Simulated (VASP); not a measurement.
# HfC (Fm-3m) in VASP: a series of runs, part 2 of 2

VASP 6.6.1. Earlier steps stand in the parts before.

### 3 Relaxation of the atoms, PBE

This run uses another cell than the first one, of 10.57 Å³/atom.

INCAR

```
SYSTEM = HfC
PREC     = Accurate       ! precision mode
ENCUT    = 520            ! plane-wave cutoff, eV
EDIFF    = 1E-7           ! SCF threshold, eV
ISMEAR   = -1             ! smearing method
SIGMA    = 0.05           ! smearing width, eV
LREAL    = .FALSE.        ! projectors in reciprocal space
LASPH    = .TRUE.         ! aspherical terms in the spheres
NELM     = 60             ! most SCF steps
ALGO     = Normal         ! electronic algorithm
ISIF     = 2              ! what is computed and relaxed
LWAVE    = .FALSE.        ! write WAVECAR
LCHARG   = .FALSE.        ! write CHGCAR
GGA      = PE             ! functional
IBRION   = 2              ! ionic algorithm
NSW      = 50             ! ionic steps
EDIFFG   = -0.01          ! ionic threshold
```

KPOINTS

```
Automatic mesh
0
G
  13 13 13
  0 0 0
```

POSCAR

```
HfC
1.0
    0.0000000000      2.1949520270      2.1949520270
    2.1949520270      0.0000000000      2.1949520270
    2.1949520270      2.1949520270      0.0000000000
Hf C
1 1
Direct
    0.0000000000      0.0000000000      0.0000000000
    0.5000000000      0.5000000000      0.5000000000
```

Potentials or basis: VASP PAW PBE potentials, release 64 (Hf_pv, C).

The run is started by

```
cat potpaw_PBE.64/Hf_pv/POTCAR potpaw_PBE.64/C/POTCAR > POTCAR
mpirun -np 1 vasp_std > vasp.out
```

OUTCAR:

```text
SYSTEM = HfC
   PREC = Accurate
   ENCUT = 520
   EDIFF = 1E-7
   ISMEAR = -1
   LREAL = .FALSE.
   LASPH = .TRUE.
   NELM = 60
   ISIF = 2
   GGA = PE
   IBRION = 2
   NSW = 50
   EDIFFG = -0.01

 ion  position               nearest neighbor table
   1  0.000  0.000  0.000-   2 2.19   2 2.19   2 2.19   2 2.19   2 2.19   2 2.19
   2  0.500  0.500  0.500-   1 2.19   1 2.19   1 2.19   1 2.19   1 2.19   1 2.19

  LATTYP: Found a face centered cubic cell.
 ALAT       =     4.3899040540

  Lattice vectors:

 A1 = (   0.0000000000,   2.1949520270,   2.1949520270)
 A2 = (   2.1949520270,   0.0000000000,   2.1949520270)
 A3 = (   2.1949520270,   2.1949520270,   0.0000000000)

Analysis of symmetry for initial positions (statically):
=====================================================================
 Subroutine PRICEL returns:
 Original cell was already a primitive cell.

 Routine SETGRP: Setting up the symmetry group for a
 face centered cubic supercell.

 Subroutine GETGRP returns: Found 48 space group operations
 (whereof 48 operations were pure point group operations)
[... 174 lines left out ...]
      2     -21.3671      2.00000
      3     -21.3671      2.00000
      4      -5.8135      2.00000
      5       8.4565      0.00000
      6       8.4565      0.00000
      7       8.4566      0.00000
      8       8.7628      0.00000
      9       8.7628      0.00000
     10       8.7628      0.00000
     11      11.2911      0.00000
[... 309 lines left out ...]
 k-point    24 :       0.4615    0.1538    0.0000
  band No.  band energies     occupation
      1     -22.4724      2.00000
      2     -21.6290      2.00000
      3     -21.5602      2.00000
      4      -2.0954      2.00000
      5       1.7042      2.00000
      6       4.1832      2.00000
      7       4.5476      2.00000
      8      10.4585      0.00000
      9      14.0655      0.00000
     10      14.4236      0.00000
     11      17.1413      0.00000

 [... further k-points ...]

------------------------ aborting loop because EDIFF is reached ----------------------------------------

  FORCE on cell =-STRESS in cart. coord.  units (eV):
  Direction    XX          YY          ZZ          XY          YZ          ZX
  --------------------------------------------------------------------------------------
  -------------------------------------------------------------------------------------
  Total        7.6068437      7.6068437      7.6068437      0.0000000     -0.0000000      0.0000000
  in kB      576.2487301    576.2487301    576.2487301      0.0000000     -0.0000000      0.0000000
  external PRESSURE =     576.2487301 kB  Pullay stress =       0.0000000 kB

 VOLUME and BASIS-vectors are now :
 -----------------------------------------------------------------------------
  energy-cutoff  :      520.00
  volume of cell :       21.15
      direct lattice vectors                 reciprocal lattice vectors
     0.000000000  2.194952027  2.194952027    -0.227795411  0.227795411  0.227795411
     2.194952027  0.000000000  2.194952027     0.227795411 -0.227795411  0.227795411
     2.194952027  2.194952027  0.000000000     0.227795411  0.227795411 -0.227795411

 POSITION                                       TOTAL-FORCE (eV/Angst)
 -----------------------------------------------------------------------------------
      0.00000      0.00000      0.00000        -0.000000     -0.000000     -0.000000
      2.19495      2.19495      2.19495         0.000000      0.000000      0.000000
 -----------------------------------------------------------------------------------
    total drift:                                0.000000     -0.000000     -0.000000

  FREE ENERGIE OF THE ION-ELECTRON SYSTEM (eV)
  ---------------------------------------------------
  free  energy   TOTEN  =       -20.4314496115 eV

  energy  without entropy=      -20.4290236128  energy(sigma->0) =      -20.43023661

 reached required accuracy - stopping structural energy minimisation
```

CONTCAR:

```text
HfC
   1.00000000000000
     0.0000000000000000    2.1949520269999998    2.1949520269999998
     2.1949520269999998    0.0000000000000000    2.1949520269999998
     2.1949520269999998    2.1949520269999998    0.0000000000000000
  Hf              C
     1     1
Direct
     0.0000000000000000    0.0000000000000000    0.0000000000000000
     0.5000000000000000    0.5000000000000000    0.5000000000000000

  0.00000000E+00  0.00000000E+00  0.00000000E+00
  0.00000000E+00  0.00000000E+00  0.00000000E+00
```

Wall time 27 s (1 thread of Intel Xeon Platinum 8375C at 2.90GHz (Ice Lake), shared host); peak memory 0.15 GiB.

What came out:

```yaml
Free_energy: -20.4314 eV
Pressure_after_relaxing: 57.6 GPa
Band_gap_on_the_k_mesh: zero (bands 7 and 8 overlap by 1.53 eV)
```

Final structure:
```cif
data_structure
_symmetry_space_group_name_H-M 'P 1'
_symmetry_Int_Tables_number 1
_cell_length_a 3.1041
_cell_length_b 3.1041
_cell_length_c 3.1041
_cell_angle_alpha 60.000
_cell_angle_beta 60.000
_cell_angle_gamma 60.000
_cell_volume 21.15
loop_
_atom_site_label
_atom_site_type_symbol
_atom_site_fract_x
_atom_site_fract_y
_atom_site_fract_z
_atom_site_occupancy
Hf1 Hf 0.00000 0.00000 0.00000 1
C1 C 0.50000 0.50000 0.50000 1
```

Caveat: the relaxation stopped at its first step, so nothing moved; spin-orbit coupling is left out, which moves the levels of the heavy elements.

### 4 Relaxation of the atoms, PBE

This run uses another cell than the first one, of 12.44 Å³/atom.

INCAR

```
SYSTEM = HfC
  ALGO = Normal
  EDIFF = 1E-7
  EDIFFG = -0.01
  ENCUT = 520
  GGA = PE
  IBRION = 2
  ISIF = 2
  ISMEAR = -1
  LASPH = .True.
  LCHARG = .False.
  LREAL = .False.
  LWAVE = .False.
  NELM = 60
  NSW = 50
  PREC = Accurate
  SIGMA = 0.05
```

KPOINTS

```
k-points
0
Gamma
  13 13 13
  0 0 0
```

POSCAR

```
HfC
1.0
    0.0000000000      2.3171388429      2.3171388429
    2.3171388429      0.0000000000      2.3171388429
    2.3171388429      2.3171388429      0.0000000000
Hf C
1 1
Direct
    0.0000000000      0.0000000000      0.0000000000
    0.5000000000      0.5000000000      0.5000000000
```

The run is started by

```
cat potpaw_PBE.64/Hf_pv/POTCAR potpaw_PBE.64/C/POTCAR > POTCAR
mpirun -np 1 vasp_std > vasp.out
```

Wall time 32 s (1 thread of Intel Xeon Platinum 8375C at 2.90GHz (Ice Lake), shared host); peak memory 0.15 GiB.

The run converged. Its results:

```
Free energy             : -21.0457 eV
Pressure after relaxing : 2.0 GPa
Band gap on the k mesh  : zero (bands 7 and 8 overlap by 1.40 eV)
```

Final structure:
```xyz
2
Lattice="0.0000 2.3171 2.3171 2.3171 0.0000 2.3171 2.3171 2.3171 0.0000" Properties=species:S:1:pos:R:3 pbc="T T T"
Hf    0.0000    0.0000    0.0000
C     2.3171    2.3171    2.3171
```

Levels at points of the mesh, in eV from the Fermi level:
```
           k point  band 5  band 6  band 7  band 8  band 9  band 10
(0.00, 0.00, 0.00)    1.02    1.02    1.02    1.41    1.41     1.41
```

Caveat: the relaxation stopped at its first step, so nothing moved; spin-orbit coupling is left out, which moves the levels of the heavy elements.

### 5 The runs side by side

```tsv
cell	gap on the mesh (eV)	pressure (GPa)
atoms relaxed from a = 2.839 Å, angles 60.0°, 2 atoms	none	250.6
atoms relaxed from a = 3.104 Å, angles 60.0°, 2 atoms	none	57.6
atoms relaxed from a = 3.277 Å, angles 60.0°, 2 atoms	none	2.0
```

Alike in all rows: task relaxation of the atoms; level PBE; potentials or basis VASP PAW PBE potentials, release 64 (Hf_pv, C); no spin polarisation; k mesh 13 × 13 × 13; cutoff (eV) 520; smearing fermi-dirac 0.05 eV.

Caveats: the relaxation stopped at its first step, so nothing moved; spin-orbit coupling is left out, which moves the levels of the heavy elements.

Total energies depend on the potentials used, so only differences within one code and one set of settings carry meaning.
